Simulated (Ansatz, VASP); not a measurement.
One calculation of AlAs, two programs

```xyz
2
Lattice="0.0000 2.8304 2.8304 2.8304 0.0000 2.8304 2.8304 2.8304 0.0000" Properties=species:S:1:pos:R:3 pbc="T T T"
Al    0.0000    0.0000    0.0000
As    1.4152    1.4152    1.4152
```

Alike in both runs: functional r2SCAN; dispersion D4; k mesh 6 × 6 × 6; no spin polarisation.

Ansatz relaxed the structure, and its values are those at the end. VASP's run is a single point on that final structure, the one shown.

|  | VASP | Ansatz |
| --- | --- | --- |
| version | VASP 6.6.1 | Ansatz 0.2.0 |
| potentials or method | VASP PAW PBE potentials, release 64 (Al, As) | plane waves, PAW |
| plane-wave cutoff (eV) | 550 | 500 |
| occupations | gaussian, width 0.01 eV | fixed |
| valence electrons in the cell | 8 | 18 |

VASP gave:

| Property | Result |
| --- | --- |
| pressure (GPa) | -0.1 |

Task: Estimate Ansatz's values.

Result: Pressure (GPa): 0.0.

VASP's potentials were made for PBE, not for r2SCAN. VASP's potentials hold 8 valence electrons a cell and Ansatz's 18, so a difference there can come from the potentials and not from the codes.
